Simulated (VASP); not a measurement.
# K3Ge (Fm-3m) in VASP: a series of runs

The runs below take K3Ge through single point, relaxation of cell and atoms, with PBE, r2SCAN.

All numbers are computed with VASP 6.6.1; they aren't measurements. Logs are shortened: lines on timing, memory, paths and dates and some standing lists are left out, and cuts for length are marked.

### Step 1. The cell of the first run

It takes space group Fm-3m (No. 225, cubic). The conventional cell has a = 8.622 Å, b = 8.622 Å, c = 8.622 Å, α = 90.00°, β = 90.00°, γ = 90.00°. Within 4.9 Å of Ge (site symmetry m-3m) lie 14 K at 3.73 to 4.31 Å. Within 4.9 Å of K (site symmetry m-3m) lie 8 K at 3.73 Å and 6 Ge at 4.31 Å. K (site symmetry -43m) has 10 K at 3.73 to 4.31 Å and 4 Ge at 3.73 Å within 4.9 Å.

### Step 2. Single point, PBE

INCAR

```
SYSTEM = K3Ge
PREC     = Accurate       ! precision mode
ENCUT    = 520            ! plane-wave cutoff, eV
EDIFF    = 1E-7           ! SCF threshold, eV
ISMEAR   = -1             ! smearing method
SIGMA    = 0.1            ! smearing width, eV
LREAL    = .False.        ! projectors in reciprocal space
LASPH    = .True.         ! aspherical terms in the spheres
NELM     = 100            ! most SCF steps
ALGO     = Normal         ! electronic algorithm
ISIF     = 2              ! what is computed and relaxed
LWAVE    = .False.        ! write WAVECAR
LCHARG   = .False.        ! write CHGCAR
GGA      = PE             ! functional
NBANDS   = 28             ! bands
```

KPOINTS

```
Automatic mesh
0
Gamma
  5 5 5
  0 0 0
```

POSCAR

```
K3Ge
1.0
    0.0000000000      4.3110110000      4.3110110000
    4.3110110000      0.0000000000      4.3110110000
    4.3110110000      4.3110110000      0.0000000000
Ge K
1 3
Direct
    0.0000000000      0.0000000000      0.0000000000
    0.5000000000      0.5000000000      0.5000000000
    0.7500000000      0.7500000000      0.7500000000
    0.2500000000      0.2500000000      0.2500000000
```

Potentials or basis: VASP PAW PBE potentials, release 64 (Ge_d, K_sv).

The run is started by

```console
cat potpaw_PBE.64/Ge_d/POTCAR potpaw_PBE.64/K_sv/POTCAR > POTCAR
mpirun -np 1 vasp_std > vasp.out
```

OUTCAR:

```text
SYSTEM = K3Ge
   PREC = Accurate
   ENCUT = 520
   EDIFF = 1E-7
   ISMEAR = -1
   LREAL = .False.
   LASPH = .True.
   NELM = 100
   ISIF = 2
   GGA = PE

 ion  position               nearest neighbor table
   1  0.000  0.000  0.000-
   2  0.500  0.500  0.500-   4 3.73   4 3.73   4 3.73   3 3.73   3 3.73   3 3.73   4 3.73   3 3.73

   3  0.750  0.750  0.750-   2 3.73   2 3.73   2 3.73   2 3.73
   4  0.250  0.250  0.250-   2 3.73   2 3.73   2 3.73   2 3.73

  LATTYP: Found a face centered cubic cell.
 ALAT       =     8.6220220000

  Lattice vectors:

 A1 = (   0.0000000000,   4.3110110000,   4.3110110000)
 A2 = (   4.3110110000,   0.0000000000,   4.3110110000)
 A3 = (   4.3110110000,   4.3110110000,   0.0000000000)

Analysis of symmetry for initial positions (statically):
=====================================================================
 Subroutine PRICEL returns:
 Original cell was already a primitive cell.

 Routine SETGRP: Setting up the symmetry group for a
 face centered cubic supercell.

 Subroutine GETGRP returns: Found 48 space group operations
 (whereof 48 operations were pure point group operations)
 out of a pool of 48 trial point group operations.

The static configuration has the point symmetry O_h .

Analysis of symmetry for dynamics (positions and initial velocities):
=====================================================================
 Subroutine PRICEL returns:
 Original cell was already a primitive cell.

 Routine SETGRP: Setting up the symmetry group for a
 face centered cubic supercell.

 Subroutine GETGRP returns: Found 48 space group operations
 (whereof 48 operations were pure point group operations)
 out of a pool of 48 trial point group operations.

The dynamic configuration has the point symmetry O_h .

 Subroutine INISYM returns: Found 48 space group operations
 (whereof 48 operations are pure point group operations),
 and found     1 'primitive' translations

----------------------------------------------------------------------------------------

                                     Primitive cell

  volume of cell :     160.2387

  direct lattice vectors                    reciprocal lattice vectors
     0.000000000  4.311011000  4.311011000    -0.115982075  0.115982075  0.115982075
     4.311011000  0.000000000  4.311011000     0.115982075 -0.115982075  0.115982075
     4.311011000  4.311011000  0.000000000     0.115982075  0.115982075 -0.115982075

  length of vectors
     6.096690224  6.096690224  6.096690224     0.200886846  0.200886846  0.200886846

  position of ions in fractional coordinates (direct lattice)
     0.000000000  0.000000000  0.000000000
     0.500000000  0.500000000  0.500000000
     0.750000000  0.750000000  0.750000000
     0.250000000  0.250000000  0.250000000

  ion indices of the primitive-cell ions
   primitive index   ion index
                 1           1
                 2           2
                 3           3
                 4           4

----------------------------------------------------------------------------------------

 KPOINTS: Automatic mesh

Automatic generation of k-mesh.
 Grid dimensions read from file:
 generate k-points for:    5    5    5

 Generating k-lattice:

  Cartesian coordinates                     Fractional coordinates (reciprocal lattice)
    -0.023196415  0.023196415  0.023196415     0.200000000  0.000000000  0.000000000
     0.023196415 -0.023196415  0.023196415     0.000000000  0.200000000  0.000000000
     0.023196415  0.023196415 -0.023196415     0.000000000  0.000000000  0.200000000

  Length of vectors
     0.040177369  0.040177369  0.040177369

  Shift w.r.t. Gamma in fractional coordinates (k-lattice)
     0.000000000  0.000000000  0.000000000

 Subroutine IBZKPT returns following result:
 ===========================================

 Found     10 irreducible k-points:

 Following reciprocal coordinates:
            Coordinates               Weight
  0.000000  0.000000  0.000000      1.000000
  0.200000  0.000000  0.000000      8.000000
  0.400000  0.000000  0.000000      8.000000
  0.200000  0.200000  0.000000      6.000000
  0.400000  0.200000  0.000000     24.000000
 -0.400000  0.200000  0.000000     24.000000
 -0.200000  0.200000  0.000000     12.000000
  0.400000  0.400000  0.000000      6.000000
 -0.400000  0.400000  0.000000     12.000000
 -0.400000  0.400000  0.200000     24.000000
   k-points           NKPTS =     10   k-points in BZ     NKDIM =     10   number of bands    NBANDS=     28
   number of dos      NEDOS =    301   number of ions     NIONS =      4
   total plane-waves  NPLWV = 110592
   dimension x,y,z NGX =    48 NGY =   48 NGZ =   48
   dimension x,y,z NGXF=    96 NGYF=   96 NGZF=   96
   ions per type =               1   3
   NGX,Y,Z   is equivalent  to a cutoff of  13.09, 13.09, 13.09 a.u.
   NGXF,Y,Z  is equivalent  to a cutoff of  26.18, 26.18, 26.18 a.u.
 SYSTEM =  K3Ge
[... 27 lines left out ...]
   IMIX   =      4    mixing-type and parameters
     AMIX     =   0.40;   BMIX     =  1.00
     AMIX_MAG =   1.60;   BMIX_MAG =  1.00
  volume/ion in A,a.u.               =      40.06       270.34
  Fermi-wavevector in a.u.,A,eV,Ry     =   1.039315  1.964020 14.696668  1.080175
  Thomas-Fermi vector in A             =   2.173839
   LORBIT       =      0    0 simple, 1 ext, 2 COOP (PROOUT), +10 PAW based schemes
   GGA     = PE    functional components
   LHFCALC =     F    Hartree Fock is set to
   AEXX    =    0.0000 exact exchange contribution
   IVDW    =     0    specifies the selected vdW correction
   LEPSILON=     F    determine dielectric tensor
   LRPA    =     F    only Hartree local field effects (RPA)
 non-spin polarized calculation
  energy-cutoff  :      520.00
  volume of cell :      160.24
 maximum number of plane-waves:      4339
 NGX is ok and might be reduce to    48
   NGX = 23   NGY = 23   NGZ = 23

 number of electron      41.0000012 magnetization

 Free energy of the ion-electron system (eV)
  ---------------------------------------------------
  ext. energy  EPLUGINS =         0.00000000
  ---------------------------------------------------
  free energy    TOTEN  =        -7.20627316 eV

  energy without entropy =       -7.02580593  energy(sigma->0) =       -7.11603955

 E-fermi :   0.9301     XC(G=0):  -7.3958

 val. band max:        0.8977157424   @ k =   0.4000   0.2000   0.0000
 cond. band min:       0.9452458695   @ k =   0.2000   0.0000   0.0000
 fundamental gap:      0.0475301271
 Fermi energy:         0.9301349585

 k-point     1 :       0.0000    0.0000    0.0000
  band No.  band energies     occupation
      1     -31.0568      2.00000
      2     -30.2370      2.00000
      3     -30.2254      2.00000
      4     -22.6884      2.00000
      5     -22.6884      2.00000
      6     -22.6884      2.00000
[... 20 lines left out ...]
     27       4.0751      0.00000
     28       5.7994      0.00000

 k-point     2 :       0.2000    0.0000    0.0000
  band No.  band energies     occupation
      1     -31.0565      2.00000
      2     -30.2362      2.00000
      3     -30.2266      2.00000
      4     -22.6884      2.00000
      5     -22.6884      2.00000
      6     -22.6884      2.00000
[... 20 lines left out ...]
     27       4.1797      0.00000
     28       5.0789      0.00000

 k-point     3 :       0.4000    0.0000    0.0000
  band No.  band energies     occupation
      1     -31.0559      2.00000
      2     -30.2336      2.00000
      3     -30.2298      2.00000
      4     -22.6884      2.00000
      5     -22.6884      2.00000
      6     -22.6884      2.00000
[... 20 lines left out ...]
     27       4.4646      0.00000
     28       4.6956      0.00000

 k-point     4 :       0.2000    0.2000    0.0000
  band No.  band energies     occupation
      1     -31.0564      2.00000
      2     -30.2360      2.00000
      3     -30.2269      2.00000
      4     -22.6884      2.00000
      5     -22.6884      2.00000
      6     -22.6884      2.00000
[... 144 lines left out ...]
     27       4.9911      0.00000
     28       5.4411      0.00000

 k-point     9 :      -0.4000    0.4000    0.0000
  band No.  band energies     occupation
      1     -31.0555      2.00000
      2     -30.2333      2.00000
      3     -30.2305      2.00000
      4     -22.6884      2.00000
      5     -22.6884      2.00000
      6     -22.6884      2.00000
[... 20 lines left out ...]
     27       5.1198      0.00000
     28       5.2286      0.00000

 k-point    10 :      -0.4000    0.4000    0.2000
  band No.  band energies     occupation
      1     -31.0555      2.00000
      2     -30.2329      2.00000
      3     -30.2308      2.00000
      4     -22.6884      2.00000
      5     -22.6884      2.00000
      6     -22.6884      2.00000
[... 20 lines left out ...]
     27       4.9313      0.00000
     28       5.2248      0.00000

------------------------ aborting loop because EDIFF is reached ----------------------------------------

  FORCE on cell =-STRESS in cart. coord.  units (eV):
  Direction    XX          YY          ZZ          XY          YZ          ZX
  --------------------------------------------------------------------------------------
  -------------------------------------------------------------------------------------
  Total        0.0228636      0.0228636      0.0228636      0.0000000     -0.0000000      0.0000000
  in kB        0.2286065      0.2286065      0.2286065      0.0000000     -0.0000000      0.0000000
  external PRESSURE =       0.2286065 kB  Pullay stress =       0.0000000 kB

 VOLUME and BASIS-vectors are now :
 -----------------------------------------------------------------------------
  energy-cutoff  :      520.00
  volume of cell :      160.24
      direct lattice vectors                 reciprocal lattice vectors
     0.000000000  4.311011000  4.311011000    -0.115982075  0.115982075  0.115982075
     4.311011000  0.000000000  4.311011000     0.115982075 -0.115982075  0.115982075
     4.311011000  4.311011000  0.000000000     0.115982075  0.115982075 -0.115982075

 POSITION                                       TOTAL-FORCE (eV/Angst)
 -----------------------------------------------------------------------------------
      0.00000      0.00000      0.00000         0.000000      0.000000      0.000000
      4.31101      4.31101      4.31101         0.000000      0.000000      0.000000
      6.46652      6.46652      6.46652         0.000000      0.000000     -0.000000
      2.15551      2.15551      2.15551        -0.000000     -0.000000      0.000000
 -----------------------------------------------------------------------------------
    total drift:                               -0.000000     -0.000000     -0.000000

  FREE ENERGIE OF THE ION-ELECTRON SYSTEM (eV)
  ---------------------------------------------------
  free  energy   TOTEN  =        -7.2062731618 eV

  energy  without entropy=       -7.0258059340  energy(sigma->0) =       -7.11603955
```

It took 39 s on 1 thread of AMD EPYC 9R45 (Zen 5), shared host; peak memory 0.29 GiB.

Results:

```yaml
Free_energy: -7.2063 eV
Pressure: 0.0 GPa
Band_gap_on_the_k_mesh: zero (an odd number of electrons rules out a gap without spin polarisation)
```

Levels at points of the mesh, in eV from the Fermi level:
```
           k point  band 18  band 19  band 20  band 21  band 22  band 23  band 24  band 25
(0.00, 0.00, 0.00)    -6.93    -0.05     0.06     0.06     0.06     2.45     2.45     3.14
```

### Step 3. Single point, r2SCAN

POSCAR is that of step 2.

INCAR.step1

```
SYSTEM = K3Ge
PREC = Accurate
ENCUT = 520
ISMEAR = 1
SIGMA = 0.05
LREAL = .False.
LASPH = .True.
NELM = 60
NBANDS = 28
GGA = PE
ALGO = Normal
EDIFF = 1E-4
LWAVE = .True.
LCHARG = .False.
```

INCAR.step2

```
SYSTEM = K3Ge
PREC = Accurate
ENCUT = 520
EDIFF = 1E-6
ISMEAR = 1
SIGMA = 0.05
LREAL = .False.
LASPH = .True.
NELM = 60
ALGO = Normal
ISIF = 2
LWAVE = .False.
LCHARG = .False.
METAGGA = R2SCAN
LMIXTAU = .True.
NBANDS = 28
ISTART = 1
```

KPOINTS

```
regular mesh
0
Gamma
  5 5 5
  0 0 0
```

Potentials or basis: VASP PAW PBE potentials, release 64 (Ge_d, K_sv).

The run is started by

```console
cat potpaw_PBE.64/Ge_d/POTCAR potpaw_PBE.64/K_sv/POTCAR > POTCAR
cp INCAR.step1 INCAR
mpirun -np 1 vasp_std > vasp.out
cp INCAR.step2 INCAR
mpirun -np 1 vasp_std > vasp.out
```

It took 2.8 min on 1 thread of AMD EPYC 9R45 (Zen 5), shared host; peak memory 0.34 GiB.

Results (log left out):

| Property | Result |
| --- | --- |
| Free energy | -31.4530 eV |
| Pressure | -0.5 GPa |
| Band gap on the k mesh | zero (an odd number of electrons rules out a gap without spin polarisation) |

Levels at points of the mesh, in eV from the Fermi level:
```csv
k point,band 17,band 18,band 19,band 20,band 21,band 22,band 23,band 24,band 25,band 26
"(0.00, 0.00, 0.00)",-15.27,-7.11,0.09,0.09,0.09,0.45,2.79,2.79,3.56,3.56
```

Caveat: the PAW data sets were made with another functional, which shifts forces and pressure a little.

### Step 4. Single point, r2SCAN

POSCAR is that of step 3.

INCAR.step1

```
ALGO = Normal
EDIFF = 1E-4
ENCUT = 520
GGA = PE
ISMEAR = 1
LASPH = True
LCHARG = False
LREAL = False
LWAVE = True
NBANDS = 28
NELM = 80
PREC = Accurate
SIGMA = 0.05
```

INCAR.step2

```
ALGO = Normal
EDIFF = 1E-7
ENCUT = 520
ISIF = 2
ISMEAR = 1
ISTART = 1
LASPH = True
LCHARG = False
LMIXTAU = True
LREAL = False
LWAVE = False
METAGGA = R2SCAN
NBANDS = 28
NELM = 80
PREC = Accurate
SIGMA = 0.05
```

KPOINTS

```
k-points
0
Gamma
  5 5 5
```

The run is started by

```console
cat potpaw_PBE.64/Ge_d/POTCAR potpaw_PBE.64/K_sv/POTCAR > POTCAR
cp INCAR.step1 INCAR
mpirun -np 1 vasp_std > vasp.out
cp INCAR.step2 INCAR
mpirun -np 1 vasp_std > vasp.out
```

Wall time 3.2 min (1 thread of AMD EPYC 9R45 (Zen 5), shared host); peak memory 0.34 GiB.

It converged, with:

| Quantity | Value |
| --- | --- |
| Free energy | -31.4530 eV |
| Pressure | -0.5 GPa |
| Band gap on the k mesh | zero (an odd number of electrons rules out a gap without spin polarisation) |

Levels at points of the mesh, in eV from the Fermi level:
```
           k point  band 19  band 20  band 21  band 22  band 23  band 24
(0.00, 0.00, 0.00)     0.09     0.09     0.09     0.45     2.79     2.79
```

Caveat: the PAW data sets were made with another functional, which shifts forces and pressure a little.

### Step 5. Single point, PBE

INCAR

```
SYSTEM = K3Ge
ALGO = Normal
EDIFF = 1E-6
ENCUT = 520
GGA = PE
ISIF = 2
ISMEAR = -1
LASPH = .TRUE.
LCHARG = .FALSE.
LREAL = .FALSE.
LWAVE = .FALSE.
NBANDS = 28
NELM = 60
PREC = Accurate
SIGMA = 0.1
```

KPOINTS

```
k-points
0
G
  6 6 6
  0 0 0
```

POSCAR is that of step 4.

The run is started by

```console
cat potpaw_PBE.64/Ge_d/POTCAR potpaw_PBE.64/K_sv/POTCAR > POTCAR
mpirun -np 1 vasp_std > vasp.out
```

It took 53 s on 1 thread of AMD EPYC 9R45 (Zen 5), shared host; peak memory 0.31 GiB.

Results (log left out):

```yaml
Free_energy: -7.2051 eV
Pressure: 0.0 GPa
Band_gap_on_the_k_mesh: zero (an odd number of electrons rules out a gap without spin polarisation)
```

Levels at points of the mesh, in eV from the Fermi level:
| k point | band 19 | band 20 | band 21 | band 22 | band 23 | band 24 |
| --- | --- | --- | --- | --- | --- | --- |
| (0.00, 0.00, 0.00) | -0.04 | 0.06 | 0.06 | 0.06 | 2.45 | 2.45 |
| (0.50, 0.00, 0.00) | -1.34 | -0.05 | -0.05 | 1.72 | 2.92 | 2.92 |
| (0.50, 0.50, 0.00) | -1.13 | -0.05 | -0.05 | 0.96 | 1.64 | 3.64 |

### Step 6. Single point, PBE

INCAR

```
SYSTEM = K3Ge
ALGO = Fast
EDIFF = 1E-7
ENCUT = 520
GGA = PE
ISIF = 2
ISMEAR = -1
LASPH = .True.
LCHARG = .False.
LREAL = .False.
LWAVE = .False.
NBANDS = 28
NELM = 60
PREC = Accurate
SIGMA = 0.1
```

KPOINTS

```
k-points
0
Gamma
  9 9 9
  0 0 0
```

POSCAR is that of step 5.

Potentials or basis: VASP PAW PBE potentials, release 64 (Ge_d, K_sv).

The run is started by

```console
cat potpaw_PBE.64/Ge_d/POTCAR potpaw_PBE.64/K_sv/POTCAR > POTCAR
mpirun -np 1 vasp_std > vasp.out
```

It took 7.9 min on 1 thread of AMD EPYC 9R45 (Zen 5), shared host; peak memory 0.37 GiB.

It converged, with:

```
Free energy            : -7.2039 eV
Pressure               : 0.0 GPa
Band gap on the k mesh : zero (an odd number of electrons rules out a gap without spin polarisation)
```

Levels at points of the mesh, in eV from the Fermi level:
```tsv
k point	band 19	band 20	band 21	band 22	band 23	band 24
(0.00, 0.00, 0.00)	-0.04	0.06	0.06	0.06	2.45	2.45
```

### Step 7. Relaxation of cell and atoms, PBE

INCAR

```
SYSTEM = K3Ge
PREC = Accurate
ENCUT = 600
EDIFF = 1E-6
ISMEAR = -1
SIGMA = 0.05
LREAL = .FALSE.
LASPH = .TRUE.
NELM = 60
ALGO = Normal
ISIF = 3
LWAVE = .FALSE.
LCHARG = .FALSE.
GGA = PE
IBRION = 2
NSW = 60
EDIFFG = -0.01
```

KPOINTS

```
Automatic mesh
0
G
  6 6 6
  0 0 0
```

POSCAR is that of step 6.

The run is started by

```console
cat potpaw_PBE.64/Ge_d/POTCAR potpaw_PBE.64/K_sv/POTCAR > POTCAR
mpirun -np 1 vasp_std > vasp.out
```

Wall time 4.2 min (1 thread of Oxide Virtual Turin-like, shared host); peak memory 0.36 GiB.

Results (log left out):

```yaml
Free_energy: -7.1222 eV
Relaxed_volume: 40.31 Å³/atom
Relaxed_cell: a = 6.109 Å, b = 6.109 Å, c = 6.109 Å, α = 60.00°, β = 60.00°, γ = 60.00°
Space_group_after_relaxing_to_0.1_Å: Fm-3m (No. 225)
Energy_gained_by_relaxing: 0.1 meV/atom
Ionic_steps: 3
Pressure_after_relaxing: 0.0 GPa
Band_gap_on_the_k_mesh: zero (an odd number of electrons rules out a gap without spin polarisation)
```

The path:
```csv
step,energy change (eV),largest force (eV/Å),pressure (GPa),volume (Å³)
1,0.0000,0.0000,0.06,160.24
2,-0.0001,0.0000,0.04,160.61
3,-0.0002,0.0000,0.01,161.24
```

Final structure:
```
Ge K
1.0
     0.00000    4.31999    4.31999
     4.31999    0.00000    4.31999
     4.31999    4.31999    0.00000
Ge K
1 3
Direct
  0.00000 0.00000 0.00000
  0.50000 0.50000 0.50000
  0.75000 0.75000 0.75000
  0.25000 0.25000 0.25000
```

Levels at points of the mesh, in eV from the Fermi level:
| k point | band 19 | band 20 | band 21 | band 22 | band 23 | band 24 |
| --- | --- | --- | --- | --- | --- | --- |
| (0.00, 0.00, 0.00) | -0.03 | 0.09 | 0.09 | 0.09 | 2.49 | 2.49 |
| (0.50, 0.00, 0.00) | -1.31 | -0.02 | -0.02 | 1.73 | 2.94 | 2.94 |
| (0.50, 0.50, 0.00) | -1.10 | -0.02 | -0.02 | 0.98 | 1.67 | 3.66 |

### Step 8. The runs side by side

```tsv
task	level	cell	k mesh	cutoff (eV)	smearing	gap on the mesh (eV)	pressure (GPa)
single point	PBE	as given	5 × 5 × 5	520	fermi-dirac 0.1 eV	none	0.0
single point	r2SCAN	as given	5 × 5 × 5	520	methfessel-paxton 0.05 eV	none	-0.5
single point	PBE	as given	6 × 6 × 6	520	fermi-dirac 0.1 eV	none	0.0
single point	PBE	as given	9 × 9 × 9	520	fermi-dirac 0.1 eV	none	0.0
relaxation of cell and atoms	PBE	relaxed	6 × 6 × 6	600	fermi-dirac 0.05 eV	none	0.0
```

Alike in all rows: potentials or basis VASP PAW PBE potentials, release 64 (Ge_d, K_sv); no spin polarisation.

The pressure there spans -0.5 GPa (r2SCAN) to 0.0 GPa (PBE); a positive pressure means that this level wants a larger cell, a negative one a smaller.

Caveats: the PAW data sets were made with another functional, which shifts forces and pressure a little (at least some runs).

Total energies depend on the potentials used, so only differences within one code and one set of settings carry meaning.
